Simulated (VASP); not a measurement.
# Ba (P6/mmm) in VASP: notebook

Ba is run at these levels: PBEsol; tasks: single point.

All numbers are computed with VASP 6.6.1; they aren't measurements. Logs are shortened: lines on timing, memory, paths and dates and some standing lists are left out, and cuts for length are marked.

### 1 The cell of the first run

It takes space group P6/mmm (No. 191, hexagonal). Conventional cell: a = 6.786 Å, b = 6.786 Å, c = 3.968 Å, α = 90.00°, β = 90.00°, γ = 120.00°. Ba (site symmetry -6m2) has 5 Ba at 3.92 to 3.97 Å within 5.1 Å.

This isn't the form of Ba at room conditions, which is bcc.

### 2 Single point, PBEsol (strain -0.030 along x and y, +0.015 along z)

INCAR reads:

```
SYSTEM = Ba
PREC     = Accurate       ! precision mode
ENCUT    = 520            ! plane-wave cutoff, eV
EDIFF    = 1E-6           ! SCF threshold, eV
ISMEAR   = 0              ! smearing method
SIGMA    = 0.15           ! smearing width, eV
LREAL    = .FALSE.        ! projectors in reciprocal space
LASPH    = .TRUE.         ! aspherical terms in the spheres
NELM     = 100            ! most SCF steps
ALGO     = Fast           ! electronic algorithm
ISIF     = 2              ! what is computed and relaxed
LWAVE    = .FALSE.        ! write WAVECAR
LCHARG   = .FALSE.        ! write CHGCAR
GGA      = PS             ! functional
NBANDS   = 17             ! bands
```

KPOINTS reads:

```
Automatic mesh
0
G
  9 9 12
  0 0 0
```

POSCAR reads:

```
Ba
1.0
    6.7861850613      0.0000000000      0.0000000000
   -3.3930925307      5.8770086578      0.0000000000
    0.0000000000      0.0000000000      3.9680344532
Ba
2
Direct
    0.3333333333      0.6666666667      0.5000000000
    0.6666666667      0.3333333333      0.5000000000
```

Potentials or basis: VASP PAW PBE potentials, release 64 (Ba_sv).

Run with:

```sh
$ cat potpaw_PBE.64/Ba_sv/POTCAR > POTCAR
$ mpirun -np 1 vasp_std > vasp.out
```

OUTCAR:

```text
SYSTEM = Ba
   PREC = Accurate
   ENCUT = 520
   EDIFF = 1E-6
   ISMEAR = 0
   LREAL = .FALSE.
   LASPH = .TRUE.
   NELM = 100
   ISIF = 2
   GGA = PS

 ion  position               nearest neighbor table
   1  0.333  0.667  0.500-   2 3.92   2 3.92   2 3.92
   2  0.667  0.333  0.500-   1 3.92   1 3.92   1 3.92

  LATTYP: Found a hexagonal cell.
 ALAT       =     6.7861850613
 C/A-ratio  =     0.5847224055

  Lattice vectors:

 A1 = (   6.7861850613,   0.0000000000,   0.0000000000)
 A2 = (  -3.3930925307,   5.8770086578,   0.0000000000)
 A3 = (   0.0000000000,   0.0000000000,   3.9680344532)

Analysis of symmetry for initial positions (statically):
=====================================================================
 Subroutine PRICEL returns:
 Original cell was already a primitive cell.

 Routine SETGRP: Setting up the symmetry group for a
 hexagonal supercell.

 Subroutine GETGRP returns: Found 24 space group operations
 (whereof 24 operations were pure point group operations)
 out of a pool of 24 trial point group operations.

The static configuration has the point symmetry D_6h.

Analysis of symmetry for dynamics (positions and initial velocities):
=====================================================================
 Subroutine PRICEL returns:
 Original cell was already a primitive cell.

 Routine SETGRP: Setting up the symmetry group for a
 hexagonal supercell.

 Subroutine GETGRP returns: Found 24 space group operations
 (whereof 24 operations were pure point group operations)
 out of a pool of 24 trial point group operations.

The dynamic configuration has the point symmetry D_6h.

 Subroutine INISYM returns: Found 24 space group operations
 (whereof 24 operations are pure point group operations),
 and found     1 'primitive' translations

----------------------------------------------------------------------------------------

                                     Primitive cell

  volume of cell :     158.2550

  direct lattice vectors                    reciprocal lattice vectors
     6.786185061  0.000000000  0.000000000     0.147358198  0.085077295  0.000000000
    -3.393092531  5.877008658  0.000000000     0.000000000  0.170154590  0.000000000
     0.000000000  0.000000000  3.968034453     0.000000000  0.000000000  0.252013941

  length of vectors
     6.786185061  6.786185061  3.968034453     0.170154590  0.170154590  0.252013941

  position of ions in fractional coordinates (direct lattice)
     0.333333333  0.666666667  0.500000000
     0.666666667  0.333333333  0.500000000

  ion indices of the primitive-cell ions
   primitive index   ion index
                 1           1
                 2           2

----------------------------------------------------------------------------------------

 KPOINTS: Automatic mesh

Automatic generation of k-mesh.
 Grid dimensions read from file:
 generate k-points for:    9    9   12

 Generating k-lattice:

  Cartesian coordinates                     Fractional coordinates (reciprocal lattice)
     0.016373133  0.009453033  0.000000000     0.111111111 -0.000000000  0.000000000
     0.000000000  0.018906066  0.000000000     0.000000000  0.111111111  0.000000000
     0.000000000  0.000000000  0.021001162     0.000000000  0.000000000  0.083333333

  Length of vectors
     0.018906066  0.018906066  0.021001162

  Shift w.r.t. Gamma in fractional coordinates (k-lattice)
     0.000000000  0.000000000  0.000000000

 Subroutine IBZKPT returns following result:
 ===========================================

 Found     84 irreducible k-points:

 Following reciprocal coordinates:
            Coordinates               Weight
  0.000000  0.000000  0.000000      1.000000
  0.111111  0.000000  0.000000      6.000000
  0.222222  0.000000  0.000000      6.000000
  0.333333  0.000000  0.000000      6.000000
  0.444444  0.000000  0.000000      6.000000
  0.111111  0.111111  0.000000      6.000000
[... 16 lines left out ...]
  0.333333  0.222222  0.083333     24.000000
  0.333333  0.333333  0.083333      4.000000
 [... further k-points ...]
   k-points           NKPTS =     84   k-points in BZ     NKDIM =     84   number of bands    NBANDS=     17
   number of dos      NEDOS =    301   number of ions     NIONS =      2
   total plane-waves  NPLWV =  75000
   dimension x,y,z NGX =    50 NGY =   50 NGZ =   30
   dimension x,y,z NGXF=   100 NGYF=  100 NGZF=   60
   ions per type =               2
   NGX,Y,Z   is equivalent  to a cutoff of  12.25, 12.25, 12.57 a.u.
   NGXF,Y,Z  is equivalent  to a cutoff of  24.50, 24.50, 25.14 a.u.
 SYSTEM =  Ba
   PREC   = accura    normal or accurate (medium, high low for compatibility)
   ISTART =      0    job   : 0-new  1-cont  2-samecut
   ICHARG =      2    charge: 1-file 2-atom 10-const
   ISPIN  =      1    spin polarized calculation?
   LNONCOLLINEAR =      F non collinear calculations
   LSORBIT =      F    spin-orbit coupling
   LASPH  =      T    aspherical Exc in radial PAW
[... 20 lines left out ...]
   IMIX   =      4    mixing-type and parameters
     AMIX     =   0.40;   BMIX     =  1.00
     AMIX_MAG =   1.60;   BMIX_MAG =  1.00
  volume/ion in A,a.u.               =      79.13       533.98
  Fermi-wavevector in a.u.,A,eV,Ry     =   0.821547  1.552498  9.183106  0.674939
  Thomas-Fermi vector in A             =   1.932725
   LORBIT       =      0    0 simple, 1 ext, 2 COOP (PROOUT), +10 PAW based schemes
   GGA     = PS    functional components
   LHFCALC =     F    Hartree Fock is set to
   AEXX    =    0.0000 exact exchange contribution
   IVDW    =     0    specifies the selected vdW correction
   LEPSILON=     F    determine dielectric tensor
   LRPA    =     F    only Hartree local field effects (RPA)
 non-spin polarized calculation
 RMM-DIIS sequential band-by-band and
 Gauss-broadening in eV      SIGMA  =   0.15
  energy-cutoff  :      520.00
  volume of cell :      158.26
 maximum number of plane-waves:      4299
   NGX = 25   NGY = 25   NGZ = 15

 number of electron      19.9999998 magnetization

 Free energy of the ion-electron system (eV)
  ---------------------------------------------------
  ext. energy  EPLUGINS =         0.00000000
  ---------------------------------------------------
  free energy    TOTEN  =        -2.74575221 eV

  energy without entropy =       -2.67934799  energy(sigma->0) =       -2.71255010

 E-fermi :   0.5844     XC(G=0):  -6.6391

 val. band max:        0.5811119595   @ k =   0.3333   0.0000   0.3333
 cond. band min:       0.5869748125   @ k =   0.4444   0.0000   0.1667
 fundamental gap:      0.0058628531
 Fermi energy:         0.5844430560

 k-point     1 :       0.0000    0.0000    0.0000
  band No.  band energies     occupation
      1     -28.6711      2.00000
      2     -28.5731      2.00000
      3     -14.0958      2.00000
      4     -14.0958      2.00000
      5     -13.5942      2.00000
      6     -13.5942      2.00000
[... 9 lines left out ...]
     16       3.5925      0.00000
     17       3.5928      0.00000

 k-point     2 :       0.1111    0.0000    0.0000
  band No.  band energies     occupation
      1     -28.6685      2.00000
      2     -28.5758      2.00000
      3     -14.1010      2.00000
      4     -14.0852      2.00000
      5     -13.6059      2.00000
      6     -13.5882      2.00000
[... 9 lines left out ...]
     16       3.5716      0.00000
     17       3.6133      0.00000

 k-point     3 :       0.2222    0.0000    0.0000
  band No.  band energies     occupation
      1     -28.6612      2.00000
      2     -28.5833      2.00000
      3     -14.1137      2.00000
      4     -14.0556      2.00000
      5     -13.6379      2.00000
      6     -13.5734      2.00000
[... 9 lines left out ...]
     16       3.5227      0.00000
     17       3.6527      0.00000

 k-point     4 :       0.3333    0.0000    0.0000
  band No.  band energies     occupation
      1     -28.6506      2.00000
      2     -28.5941      2.00000
      3     -14.1273      2.00000
      4     -14.0155      2.00000
      5     -13.6809      2.00000
      6     -13.5574      2.00000
[... 9 lines left out ...]
     16       3.5213      0.00000
     17       3.7381      0.00000
[... 343 lines left out ...]
      1     -28.6408      2.00000
      2     -28.5968      2.00000
      3     -14.1361      2.00000
      4     -13.9685      2.00000
      5     -13.7191      2.00000
      6     -13.5369      2.00000
[... 9 lines left out ...]
     16       3.0016      0.00000
     17       3.6765      0.00000

 k-point    23 :       0.3333    0.2222    0.0833
  band No.  band energies     occupation
      1     -28.6300      2.00000
      2     -28.6077      2.00000
      3     -14.1466      2.00000
      4     -13.9162      2.00000
      5     -13.7730      2.00000
      6     -13.5250      2.00000
[... 9 lines left out ...]
     16       2.8969      0.00000
     17       3.4387      0.00000

 k-point    24 :       0.3333    0.3333    0.0833
  band No.  band energies     occupation
      1     -28.6189      2.00000
      2     -28.6189      2.00000
      3     -14.1524      2.00000
      4     -13.8450      2.00000
      5     -13.8450      2.00000
      6     -13.5185      2.00000
[... 9 lines left out ...]
     16       2.5098      0.00000
     17       3.3041      0.00000

 [... further k-points ...]
[... 5 lines left out ...]
  --------------------------------------------------------------------------------------
  -------------------------------------------------------------------------------------
  Total        0.2620184      0.2620184     -0.9244431     -0.0000000      0.0000000      0.0000000
  in kB        2.6526806      2.6526806     -9.3590832     -0.0000000      0.0000000      0.0000000
  external PRESSURE =      -1.3512407 kB  Pullay stress =       0.0000000 kB

 VOLUME and BASIS-vectors are now :
 -----------------------------------------------------------------------------
  energy-cutoff  :      520.00
  volume of cell :      158.26
      direct lattice vectors                 reciprocal lattice vectors
     6.786185061  0.000000000  0.000000000     0.147358198  0.085077295  0.000000000
    -3.393092531  5.877008658  0.000000000     0.000000000  0.170154590  0.000000000
     0.000000000  0.000000000  3.968034453     0.000000000  0.000000000  0.252013941

 POSITION                                       TOTAL-FORCE (eV/Angst)
 -----------------------------------------------------------------------------------
     -0.00000      3.91801      1.98402         0.000000      0.000000      0.000000
      3.39309      1.95900      1.98402        -0.000000     -0.000000      0.000000
 -----------------------------------------------------------------------------------
    total drift:                                0.000000     -0.000000      0.000000

  FREE ENERGIE OF THE ION-ELECTRON SYSTEM (eV)
  ---------------------------------------------------
  free  energy   TOTEN  =        -2.7457522149 eV

  energy  without entropy=       -2.6793479918  energy(sigma->0) =       -2.71255010
```

Run time: 1.9 min. Hardware: 1 thread of Intel Xeon 6975P-C (Granite Rapids), shared host; peak memory 0.37 GiB.

Results:

| Quantity | Value |
| --- | --- |
| Free energy | -2.7458 eV |
| Pressure | -0.1 GPa |
| Band gap on the k mesh | zero (bands 10 and 11 overlap by 0.98 eV) |

Caveat: the cell differs from its parent crystal (strain -0.030 along x and y, +0.015 along z); the PAW data sets were made with another functional, which shifts forces and pressure a little; spin-orbit coupling is left out, which moves the levels of the heavy elements.

### 3 Single point, PBEsol (strain -0.030 along x and y, +0.030 along z)

INCAR reads:

```
SYSTEM = Ba
ALGO = Fast
EDIFF = 1E-7
ENCUT = 520
GGA = PS
ISIF = 2
ISMEAR = 0
LASPH = .TRUE.
LCHARG = .TRUE.
LELF = .TRUE.
LREAL = .FALSE.
LVHAR = .TRUE.
LWAVE = .FALSE.
NBANDS = 17
NELM = 60
PREC = Accurate
SIGMA = 0.15
```

KPOINTS reads:

```
k-points
0
G
  9 9 12
  0 0 0
```

Edit POSCAR of step 2 so:

```diff
@@ -4,3 +4,3 @@
    -3.3930925307      5.8770086578      0.0000000000
-    0.0000000000      0.0000000000      3.9680344532
+    0.0000000000      0.0000000000      4.0266753565
 Ba
```

Potentials or basis: VASP PAW PBE potentials, release 64 (Ba_sv).

Run with:

```sh
$ cat potpaw_PBE.64/Ba_sv/POTCAR > POTCAR
$ mpirun -np 1 vasp_std > vasp.out
```

Wall time 2.1 min (1 thread of Intel Xeon 6975P-C (Granite Rapids), shared host); peak memory 0.38 GiB.

The run converged. Its results:

* Free energy: -2.7304 eV
* Pressure: -0.2 GPa
* Band gap on the k mesh: zero (bands 10 and 11 overlap by 0.98 eV)

Stress tensor (GPa, compression positive):
```
 0.33  0.00  0.00
 0.00  0.33  0.00
 0.00  0.00 -1.17
```

Levels at points of the mesh, in eV from the Fermi level:
```csv
k point,band 8,band 9,band 10,band 11,band 12,band 13
"(0.00, 0.00, 0.00)",-13.97,-2.26,0.10,0.47,0.80,0.80
"(0.00, 0.00, 0.50)",-14.14,-0.35,-0.13,-0.13,0.94,1.60
```

Caveat: the cell differs from its parent crystal (strain -0.030 along x and y, +0.030 along z); the PAW data sets were made with another functional, which shifts forces and pressure a little; spin-orbit coupling is left out, which moves the levels of the heavy elements.

### 4 Single point, PBEsol (strain +0.000 along x and y, -0.030 along z)

INCAR reads:

```
PREC = Accurate
ENCUT = 520
EDIFF = 1E-6
ISMEAR = 0
SIGMA = 0.15
LREAL = False
LASPH = True
NELM = 80
ALGO = Fast
ISIF = 2
LWAVE = False
LCHARG = False
GGA = PS
NBANDS = 17
```

KPOINTS reads:

```
Automatic mesh
0
Gamma
  9 9 12
```

POSCAR reads:

```
Ba
1.0
    6.9960670735      0.0000000000      0.0000000000
   -3.4980335368      6.0587718122      0.0000000000
    0.0000000000      0.0000000000      3.7921117435
Ba
2
Direct
    0.3333333333      0.6666666667      0.5000000000
    0.6666666667      0.3333333333      0.5000000000
```

Run with:

```sh
$ cat potpaw_PBE.64/Ba_sv/POTCAR > POTCAR
$ mpirun -np 1 vasp_std > vasp.out
```

Wall time 2.1 min (1 thread of Intel Xeon 6975P-C (Granite Rapids), shared host); peak memory 0.38 GiB.

It converged, with:

* Free energy: -2.7643 eV
* Pressure: -0.1 GPa
* Band gap on the k mesh: zero (bands 10 and 11 overlap by 1.02 eV)

Stress tensor (GPa, compression positive):
```
-0.19  0.00  0.00
 0.00 -0.19  0.00
 0.00  0.00  0.24
```

Levels at points of the mesh, in eV from the Fermi level:
```
           k point  band 7  band 8  band 9  band 10  band 11  band 12  band 13  band 14
(0.00, 0.00, 0.00)  -13.85  -13.77   -2.23     0.07     0.21     0.74     0.74     1.01
(0.00, 0.00, 0.50)  -14.09  -14.09   -0.27    -0.27    -0.02     1.26     1.33     1.33
```

Caveat: the cell differs from its parent crystal (strain +0.000 along x and y, -0.030 along z); the PAW data sets were made with another functional, which shifts forces and pressure a little; spin-orbit coupling is left out, which moves the levels of the heavy elements.

### 5 Single point, PBEsol (strain +0.000 along x and y, +0.030 along z)

INCAR reads:

```
ALGO = Fast
EDIFF = 1E-6
ENCUT = 520
GGA = PS
ISIF = 2
ISMEAR = 0
LASPH = T
LCHARG = F
LREAL = F
LWAVE = F
NBANDS = 17
NELM = 100
PREC = Accurate
SIGMA = 0.15
```

KPOINTS reads:

```
k-points
0
Gamma
  9 9 12
```

Edit POSCAR of step 4 so:

```diff
@@ -4,3 +4,3 @@
    -3.4980335368      6.0587718122      0.0000000000
-    0.0000000000      0.0000000000      3.7921117435
+    0.0000000000      0.0000000000      4.0266753565
 Ba
```

Run with:

```sh
$ cat potpaw_PBE.64/Ba_sv/POTCAR > POTCAR
$ mpirun -np 1 vasp_std > vasp.out
```

Run time: 2.3 min. Hardware: 1 thread of Intel Xeon 6975P-C (Granite Rapids), shared host; peak memory 0.4 GiB.

Results (log left out):

- Free energy: -2.7421 eV
- Pressure: -0.3 GPa
- Band gap on the k mesh: zero (bands 10 and 11 overlap by 0.89 eV)

Stress tensor (GPa, compression positive):
```
 0.05  0.00  0.00
 0.00  0.05  0.00
 0.00  0.00 -0.87
```

Levels at points of the mesh, in eV from the Fermi level:
| k point | band 8 | band 9 | band 10 | band 11 | band 12 | band 13 |
| --- | --- | --- | --- | --- | --- | --- |
| (0.00, 0.00, 0.00) | -14.04 | -2.23 | 0.13 | 0.33 | 0.76 | 0.76 |
| (0.00, 0.00, 0.50) | -14.23 | -0.30 | -0.12 | -0.12 | 0.93 | 1.48 |

Caveat: the cell differs from its parent crystal (strain +0.000 along x and y, +0.030 along z); the PAW data sets were made with another functional, which shifts forces and pressure a little; spin-orbit coupling is left out, which moves the levels of the heavy elements.

### 6 Single point, PBEsol (strain +0.030 along x and y, -0.030 along z)

INCAR reads:

```
PREC     = Accurate       # precision mode
ENCUT    = 520            # plane-wave cutoff, eV
EDIFF    = 1E-7           # SCF threshold, eV
ISMEAR   = 0              # smearing method
SIGMA    = 0.15           # smearing width, eV
LREAL    = False          # projectors in reciprocal space
LASPH    = True           # aspherical terms in the spheres
NELM     = 60             # most SCF steps
ALGO     = Fast           # electronic algorithm
ISIF     = 2              # what is computed and relaxed
LWAVE    = False          # write WAVECAR
LCHARG   = False          # write CHGCAR
GGA      = PS             # functional
NBANDS   = 17             # bands
```

KPOINTS reads:

```
regular mesh
0
Gamma
  9 9 12
```

POSCAR reads:

```
Ba
1.0
    7.2059490857      0.0000000000      0.0000000000
   -3.6029745429      6.2405349666      0.0000000000
    0.0000000000      0.0000000000      3.7921117435
Ba
2
Direct
    0.3333333333      0.6666666667      0.5000000000
    0.6666666667      0.3333333333      0.5000000000
```

Potentials or basis: VASP PAW PBE potentials, release 64 (Ba_sv).

Run with:

```sh
$ cat potpaw_PBE.64/Ba_sv/POTCAR > POTCAR
$ mpirun -np 1 vasp_std > vasp.out
```

Run time: 2.6 min. Hardware: 1 thread of Intel Xeon 6975P-C (Granite Rapids), shared host; peak memory 0.41 GiB.

It converged, with:

- Free energy: -2.7456 eV
- Pressure: -0.1 GPa
- Band gap on the k mesh: zero (bands 10 and 11 overlap by 0.95 eV)

Stress tensor (GPa, compression positive):
```
-0.42  0.00  0.00
 0.00 -0.42  0.00
 0.00  0.00  0.46
```

Levels at points of the mesh, in eV from the Fermi level:
```tsv
k point	band 7	band 8	band 9	band 10	band 11	band 12	band 13	band 14
(0.00, 0.00, 0.00)	-13.89	-13.83	-2.20	0.08	0.09	0.70	0.70	0.87
(0.00, 0.00, 0.50)	-14.17	-14.17	-0.25	-0.25	0.03	1.22	1.22	1.25
```

Caveat: the cell differs from its parent crystal (strain +0.030 along x and y, -0.030 along z); the PAW data sets were made with another functional, which shifts forces and pressure a little; spin-orbit coupling is left out, which moves the levels of the heavy elements.

### 7 Overview

```csv
cell,further INCAR settings,gap on the mesh (eV),pressure (GPa)
"a = 6.786, b = 6.786, c = 3.968 Å, angles 90.0, 90.0, 120.0°, 2 atoms",ALGO = Fast; EDIFF = 1e-06; NBANDS = 17,none,-0.1
"a = 6.786, b = 6.786, c = 4.027 Å, angles 90.0, 90.0, 120.0°, 2 atoms",ALGO = Fast; EDIFF = 1e-07; NBANDS = 17,none,-0.2
"a = 6.996, b = 6.996, c = 3.792 Å, angles 90.0, 90.0, 120.0°, 2 atoms",ALGO = Fast; EDIFF = 1e-06; NBANDS = 17,none,-0.1
"a = 6.996, b = 6.996, c = 4.027 Å, angles 90.0, 90.0, 120.0°, 2 atoms",ALGO = Fast; EDIFF = 1e-06; NBANDS = 17,none,-0.3
"a = 7.206, b = 7.206, c = 3.792 Å, angles 90.0, 90.0, 120.0°, 2 atoms",ALGO = Fast; EDIFF = 1e-07; NBANDS = 17,none,-0.1
```

Alike in all rows: task single point; level PBEsol; potentials or basis VASP PAW PBE potentials, release 64 (Ba_sv); no spin polarisation; k mesh 9 × 9 × 12; cutoff (eV) 520; smearing gaussian 0.15 eV.

Caveats: the PAW data sets were made with another functional, which shifts forces and pressure a little; spin-orbit coupling is left out, which moves the levels of the heavy elements.

Absolute energies hang on the potentials; compare differences alone.
